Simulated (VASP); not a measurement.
# Sb (Fm-3m) in VASP: further runs

Sb is run at these levels: PBE; tasks: single point.

Program: VASP 6.6.1. These are calculated values, not measurements. Logs are shortened: lines on timing, memory, paths and dates and some standing lists are left out, and cuts for length are marked.

## (1) The cell of the first run

Symmetry: Fm-3m, No. 225, cubic system. Conventional cell: a = 4.436 Å, b = 4.436 Å, c = 4.436 Å, α = 90.00°, β = 90.00°, γ = 90.00°. Sb (site symmetry m-3m) has 12 Sb at 3.14 Å within 4.1 Å.

## (2) Single point, PBE

Input file INCAR:

```
SYSTEM = Sb
  PREC = Accurate
  ENCUT = 500
  EDIFF = 1E-6
  ISMEAR = 0
  SIGMA = 0.1
  LREAL = .FALSE.
  LASPH = .TRUE.
  NELM = 120
  ALGO = Normal
  ISIF = 2
  LWAVE = .FALSE.
  LCHARG = .TRUE.
  GGA = PE
  LELF = .TRUE.
  LVHAR = .TRUE.
  NBANDS = 8
  GGA_COMPAT = .FALSE.
```

Input file KPOINTS:

```
regular mesh
0
G
  8 8 8
  0 0 0
```

Input file POSCAR:

```
Sb
1.0
    0.0000000000      2.2177795530      2.2177795530
    2.2177795530      0.0000000000      2.2177795530
    2.2177795530      2.2177795530      0.0000000000
Sb
1
Direct
    0.0000000000      0.0000000000      0.0000000000
```

Potentials or basis: VASP PAW PBE potentials, release 64 (Sb).

Run with:

```sh
$ cat potpaw_PBE.64/Sb/POTCAR > POTCAR
$ mpirun -np 1 vasp_std > vasp.out
```

OUTCAR:

```text
SYSTEM = Sb
   PREC = Accurate
   ENCUT = 500
   EDIFF = 1E-6
   ISMEAR = 0
   LREAL = .FALSE.
   LASPH = .TRUE.
   NELM = 120
   ISIF = 2
   GGA = PE

 ion  position               nearest neighbor table
   1  0.000  0.000  0.000-

  LATTYP: Found a face centered cubic cell.
 ALAT       =     4.4355591060

  Lattice vectors:

 A1 = (   0.0000000000,   2.2177795530,   2.2177795530)
 A2 = (   2.2177795530,   0.0000000000,   2.2177795530)
 A3 = (   2.2177795530,   2.2177795530,   0.0000000000)

Analysis of symmetry for initial positions (statically):
=====================================================================
 Subroutine PRICEL returns:
 Original cell was already a primitive cell.

 Routine SETGRP: Setting up the symmetry group for a
 face centered cubic supercell.

 Subroutine GETGRP returns: Found 48 space group operations
 (whereof 48 operations were pure point group operations)
 out of a pool of 48 trial point group operations.

The static configuration has the point symmetry O_h .

Analysis of symmetry for dynamics (positions and initial velocities):
=====================================================================
 Subroutine PRICEL returns:
 Original cell was already a primitive cell.

 Routine SETGRP: Setting up the symmetry group for a
 face centered cubic supercell.

 Subroutine GETGRP returns: Found 48 space group operations
 (whereof 48 operations were pure point group operations)
 out of a pool of 48 trial point group operations.

The dynamic configuration has the point symmetry O_h .

 Subroutine INISYM returns: Found 48 space group operations
 (whereof 48 operations are pure point group operations),
 and found     1 'primitive' translations

----------------------------------------------------------------------------------------

                                     Primitive cell

  volume of cell :      21.8165

  direct lattice vectors                    reciprocal lattice vectors
     0.000000000  2.217779553  2.217779553    -0.225450721  0.225450721  0.225450721
     2.217779553  0.000000000  2.217779553     0.225450721 -0.225450721  0.225450721
     2.217779553  2.217779553  0.000000000     0.225450721  0.225450721 -0.225450721

  length of vectors
     3.136413922  3.136413922  3.136413922     0.390492104  0.390492104  0.390492104

  position of ions in fractional coordinates (direct lattice)
     0.000000000  0.000000000  0.000000000

  ion indices of the primitive-cell ions
   primitive index   ion index
                 1           1

----------------------------------------------------------------------------------------

 KPOINTS: regular mesh

Automatic generation of k-mesh.
 Grid dimensions read from file:
 generate k-points for:    8    8    8

 Generating k-lattice:

  Cartesian coordinates                     Fractional coordinates (reciprocal lattice)
    -0.028181340  0.028181340  0.028181340     0.125000000  0.000000000  0.000000000
     0.028181340 -0.028181340  0.028181340     0.000000000  0.125000000  0.000000000
     0.028181340  0.028181340 -0.028181340     0.000000000  0.000000000  0.125000000

  Length of vectors
     0.048811513  0.048811513  0.048811513

  Shift w.r.t. Gamma in fractional coordinates (k-lattice)
     0.000000000  0.000000000  0.000000000

 Subroutine IBZKPT returns following result:
 ===========================================

 Found     29 irreducible k-points:

 Following reciprocal coordinates:
            Coordinates               Weight
  0.000000  0.000000  0.000000      1.000000
  0.125000  0.000000  0.000000      8.000000
  0.250000  0.000000  0.000000      8.000000
  0.375000  0.000000  0.000000      8.000000
  0.500000  0.000000  0.000000      4.000000
  0.125000  0.125000  0.000000      6.000000
[... 16 lines left out ...]
  0.500000  0.250000  0.125000     48.000000
 -0.375000  0.250000  0.125000     24.000000
 [... further k-points ...]
   k-points           NKPTS =     29   k-points in BZ     NKDIM =     29   number of bands    NBANDS=      8
   number of dos      NEDOS =    301   number of ions     NIONS =      1
   total plane-waves  NPLWV =  13824
   dimension x,y,z NGX =    24 NGY =   24 NGZ =   24
   dimension x,y,z NGXF=    48 NGYF=   48 NGZF=   48
   ions per type =               1
   NGX,Y,Z   is equivalent  to a cutoff of  12.72, 12.72, 12.72 a.u.
   NGXF,Y,Z  is equivalent  to a cutoff of  25.44, 25.44, 25.44 a.u.
 SYSTEM =  Sb
   PREC   = accura    normal or accurate (medium, high low for compatibility)
   ISTART =      0    job   : 0-new  1-cont  2-samecut
   ICHARG =      2    charge: 1-file 2-atom 10-const
   ISPIN  =      1    spin polarized calculation?
   LNONCOLLINEAR =      F non collinear calculations
   LSORBIT =      F    spin-orbit coupling
   LASPH  =      T    aspherical Exc in radial PAW
   ENCUT  =  500.0 eV  36.75 Ry    6.06 a.u.   5.72  5.72  5.72*2*pi/ulx,y,z
   NELM   =    120;   NELMIN=  2; NELMDL= -5     # of ELM steps
   EDIFF  = 0.1E-05   stopping-criterion for ELM
   LREAL  =      F    real-space projection
   EDIFFG = 0.1E-04   stopping-criterion for IOM
   NSW    =      0    number of steps for IOM
   IBRION =     -1    ionic relax: 0-MD 1-quasi-New 2-CG
   NFREE  =      0    steps in history (QN), initial steepest desc. (CG)
   ISIF   =      2    stress and relaxation
   ISYM   =      2    0-nonsym 1-usesym 2-fastsym
   POTIM  = 0.5000    time-step for ionic-motion
   TEBEG  =    0.0;   TEEND  =   0.0 temperature during run
   PSTRESS=    0.0 pullay stress
   NELECT =       5.0000    total number of electrons
   NUPDOWN=      -1.0000    fix difference up-down
   EMIN   =  10.00;   EMAX   =-10.00  energy-range for DOS
   EFERMI =   0.00;   METHOD = LEGACY
   ISMEAR =     0;   SIGMA  =   0.10  broadening in eV -4-tet -1-fermi 0-gaus
   EFERMI_NEDOS =   21; number of points for ismear=-14 and -15
   IALGO  =     38    algorithm
   IMIX   =      4    mixing-type and parameters
     AMIX     =   0.40;   BMIX     =  1.00
     AMIX_MAG =   1.60;   BMIX_MAG =  1.00
  volume/ion in A,a.u.               =      21.82       147.23
  Fermi-wavevector in a.u.,A,eV,Ry     =   1.001851  1.893224 13.656241  1.003705
  Thomas-Fermi vector in A             =   2.134300
   LORBIT       =      0    0 simple, 1 ext, 2 COOP (PROOUT), +10 PAW based schemes
   GGA     = PE    functional components
   LHFCALC =     F    Hartree Fock is set to
   AEXX    =    0.0000 exact exchange contribution
   IVDW    =     0    specifies the selected vdW correction
   LEPSILON=     F    determine dielectric tensor
   LRPA    =     F    only Hartree local field effects (RPA)
 non-spin polarized calculation
 Gauss-broadening in eV      SIGMA  =   0.10
  energy-cutoff  :      500.00
  volume of cell :       21.82
 maximum number of plane-waves:       568
   NGX = 11   NGY = 11   NGZ = 11

 number of electron       5.0000000 magnetization

 Free energy of the ion-electron system (eV)
  ---------------------------------------------------
  ext. energy  EPLUGINS =         0.00000000
  ---------------------------------------------------
  free energy    TOTEN  =        -3.46646264 eV

  energy without entropy =       -3.45814307  energy(sigma->0) =       -3.46230285

 E-fermi :  11.3783     XC(G=0): -11.1805

 val. band max:       11.3654170235   @ k =   0.5000   0.2500   0.1250
 cond. band min:      11.3913378117   @ k =  -0.3750   0.2500   0.1250
 fundamental gap:      0.0259207882
 Fermi energy:        11.3782789689

 k-point     1 :       0.0000    0.0000    0.0000
  band No.  band energies     occupation
      1      -3.2312      2.00000
      2      18.5686      0.00000
      3      18.5686      0.00000
      4      18.5686      0.00000
      5      21.6797      0.00000
      6      22.2372      0.00000
      7      22.2372      0.00000
      8      22.2372      0.00000

 k-point     2 :       0.1250    0.0000    0.0000
  band No.  band energies     occupation
      1      -2.8564      2.00000
      2      15.3527      0.00000
      3      18.0063      0.00000
      4      18.0063      0.00000
      5      20.7717      0.00000
      6      23.0850      0.00000
      7      23.0850      0.00000
      8      25.1443      0.00000

 k-point     3 :       0.2500    0.0000    0.0000
  band No.  band energies     occupation
      1      -1.7354      2.00000
      2      10.7867      2.00000
      3      17.1242      0.00000
      4      17.1242      0.00000
      5      20.5276      0.00000
      6      22.7727      0.00000
      7      22.7727      0.00000
      8      23.8475      0.00000

 k-point     4 :       0.3750    0.0000    0.0000
  band No.  band energies     occupation
      1       0.0883      2.00000
      2       6.7383      2.00000
      3      16.5042      0.00000
      4      16.5042      0.00000
      5      20.6290      0.00000
      6      21.6252      0.00000
      7      21.6252      0.00000
      8      22.2290      0.00000

 k-point     5 :       0.5000    0.0000    0.0000
  band No.  band energies     occupation
      1       1.8161      2.00000
      2       4.2509      2.00000
      3      16.2869      0.00000
      4      16.2869      0.00000
      5      21.0932      0.00000
      6      21.2134      0.00000
      7      21.2134      0.00000
      8      21.2462      0.00000

 k-point     6 :       0.1250    0.1250    0.0000
  band No.  band energies     occupation
      1      -2.7313      2.00000
      2      16.5954      0.00000
      3      16.5954      0.00000
      4      16.9866      0.00000
      5      19.3366      0.00000
      6      22.3943      0.00000
      7      24.5602      0.00000
      8      24.5602      0.00000

 k-point     7 :       0.2500    0.1250    0.0000
  band No.  band energies     occupation
      1      -1.8580      2.00000
      2      12.4994      0.00000
      3      15.4946      0.00000
      4      16.4259      0.00000
      5      19.5257      0.00000
      6      21.1522      0.00000
      7      24.5587      0.00000
      8      25.2776      0.00000

 k-point     8 :       0.3750    0.1250    0.0000
  band No.  band energies     occupation
      1      -0.2585      2.00000
      2       8.2926      2.00000
      3      14.9948      0.00000
      4      15.1472      0.00000
      5      18.8067      0.00000
      6      23.0510      0.00000
      7      23.8140      0.00000
      8      24.8182      0.00000

 k-point     9 :       0.5000    0.1250    0.0000
  band No.  band energies     occupation
      1       1.7936      2.00000
      2       5.0081      2.00000
      3      14.0120      0.00000
      4      15.1880      0.00000
      5      18.7550      0.00000
      6      22.7142      0.00000
      7      23.1987      0.00000
      8      24.7813      0.00000

 k-point    10 :      -0.3750    0.1250    0.0000
  band No.  band energies     occupation
      1       1.1248      2.00000
      2       5.9320      2.00000
      3      13.3992      0.00000
      4      16.0631      0.00000
      5      19.4573      0.00000
      6      22.1863      0.00000
      7      22.6079      0.00000
      8      25.5180      0.00000
[... 78 lines left out ...]
 k-point    18 :       0.3750    0.3750    0.0000
  band No.  band energies     occupation
      1       1.2436      2.00000
      2       9.0403      2.00000
      3      12.5176      0.00000
      4      12.5176      0.00000
      5      16.4357      0.00000
      6      16.5004      0.00000
      7      29.2372      0.00000
      8      30.0149      0.00000

 k-point    19 :       0.5000    0.3750    0.0000
  band No.  band energies     occupation
      1       3.0002      2.00000
      2       6.9963      2.00000
      3      10.1630      2.00000
      4      12.3629      0.00000
      5      16.3206      0.00000
      6      18.5859      0.00000
      7      28.5938      0.00000
      8      29.8073      0.00000

 k-point    20 :      -0.3750    0.3750    0.0000
  band No.  band energies     occupation
      1       4.1154      2.00000
      2       6.4775      2.00000
      3       7.6847      2.00000
      4      13.0150      0.00000
      5      16.7659      0.00000
      6      22.4328      0.00000
      7      27.7314      0.00000
      8      27.9391      0.00000

 k-point    21 :       0.5000    0.5000    0.0000
  band No.  band energies     occupation
      1       4.1110      2.00000
      2       5.3813      2.00000
      3      11.9546      0.00000
      4      11.9546      0.00000
      5      15.9849      0.00000
      6      16.0797      0.00000
      7      30.3874      0.00000
      8      31.0296      0.00000

 k-point    22 :       0.3750    0.2500    0.1250
  band No.  band energies     occupation
      1      -0.7415      2.00000
      2      11.1732      1.99628
      3      12.0567      0.00000
      4      15.5214      0.00000
      5      20.2451      0.00000
      6      20.2462      0.00000
      7      23.9734      0.00000
      8      26.3350      0.00000

 k-point    23 :       0.5000    0.2500    0.1250
  band No.  band energies     occupation
      1       1.0613      2.00000
      2       7.6493      2.00000
      3      11.3654      1.14434
      4      13.9097      0.00000
      5      19.8636      0.00000
      6      22.0819      0.00000
      7      23.7982      0.00000
      8      26.7254      0.00000

 k-point    24 :      -0.3750    0.2500    0.1250
  band No.  band energies     occupation
      1       2.7244      2.00000
      2       5.2798      2.00000
      3      11.3913      0.85348
      4      13.1618      0.00000
      5      19.7850      0.00000
      6      21.8089      0.00000
      7      26.4819      0.00000
      8      26.8537      0.00000

 [... further k-points ...]
[... 5 lines left out ...]
  --------------------------------------------------------------------------------------
  -------------------------------------------------------------------------------------
  Total        3.2091313      3.2091313      3.2091313      0.0000000     -0.0000000      0.0000000
  in kB      235.6746906    235.6746906    235.6746906      0.0000000     -0.0000000      0.0000000
  external PRESSURE =     235.6746906 kB  Pullay stress =       0.0000000 kB

 VOLUME and BASIS-vectors are now :
 -----------------------------------------------------------------------------
  energy-cutoff  :      500.00
  volume of cell :       21.82
      direct lattice vectors                 reciprocal lattice vectors
     0.000000000  2.217779553  2.217779553    -0.225450721  0.225450721  0.225450721
     2.217779553  0.000000000  2.217779553     0.225450721 -0.225450721  0.225450721
     2.217779553  2.217779553  0.000000000     0.225450721  0.225450721 -0.225450721

 POSITION                                       TOTAL-FORCE (eV/Angst)
 -----------------------------------------------------------------------------------
      0.00000      0.00000      0.00000        -0.000000     -0.000000     -0.000000
 -----------------------------------------------------------------------------------
    total drift:                                0.000000     -0.000000      0.000000

  FREE ENERGIE OF THE ION-ELECTRON SYSTEM (eV)
  ---------------------------------------------------
  free  energy   TOTEN  =        -3.4664626424 eV

  energy  without entropy=       -3.4581430667  energy(sigma->0) =       -3.46230285
```

It took 4 s on 1 thread of Intel Xeon Platinum 8488C (Sapphire Rapids), shared host; peak memory 0.13 GiB.

What came out:

| Property | Result |
| --- | --- |
| Free energy | -3.4665 eV |
| Pressure | 23.6 GPa |

Levels at points of the mesh, in eV from the Fermi level:
```tsv
k point	band 1	band 2	band 3	band 4	band 5	band 6	band 7
(0.00, 0.00, 0.00)	-14.61	7.19	7.19	7.19	10.30	10.86	10.86
(0.50, 0.00, 0.00)	-9.56	-7.13	4.91	4.91	9.71	9.84	9.84
(0.50, 0.50, 0.00)	-7.27	-6.00	0.58	0.58	4.61	4.70	19.01
```

Caveat: spin-orbit coupling is left out, which moves the levels of the heavy elements.

## (3) Single point, PBE

This run uses another cell than the first one, of 27.58 Å³/atom, 1.264 times its volume.

Input file INCAR:

```
PREC = Accurate
ENCUT = 500
EDIFF = 1E-6
ISMEAR = 0
SIGMA = 0.1
LREAL = False
LASPH = True
NELM = 120
ALGO = Normal
ISIF = 2
LWAVE = False
LCHARG = False
GGA = PE
NBANDS = 8
GGA_COMPAT = False
```

Input file KPOINTS:

```
Automatic mesh
0
Gamma
  8 8 8
```

Input file POSCAR:

```
Sb
1.0
    0.0000000000      2.3981014059      2.3981014059
    2.3981014059      0.0000000000      2.3981014059
    2.3981014059      2.3981014059      0.0000000000
Sb
1
Direct
    0.0000000000      0.0000000000      0.0000000000
```

Potentials or basis: VASP PAW PBE potentials, release 64 (Sb).

Run with:

```sh
$ cat potpaw_PBE.64/Sb/POTCAR > POTCAR
$ mpirun -np 1 vasp_std > vasp.out
```

Wall time 7.4 s (1 thread of Intel Xeon Platinum 8488C (Sapphire Rapids), shared host); peak memory 0.15 GiB.

Results (log left out):

```
Free energy : -3.8170 eV
Pressure    : 0.2 GPa
```

Levels at points of the mesh, in eV from the Fermi level:
| k point | band 1 | band 2 | band 3 | band 4 | band 5 |
| --- | --- | --- | --- | --- | --- |
| (0.00, 0.00, 0.00) | -12.63 | 5.25 | 5.25 | 5.25 | 9.98 |
| (0.50, 0.00, 0.00) | -9.01 | -5.56 | 3.63 | 3.63 | 8.13 |
| (0.50, 0.50, 0.00) | -7.45 | -4.69 | 0.48 | 0.48 | 4.23 |

Caveat: spin-orbit coupling is left out, which moves the levels of the heavy elements.
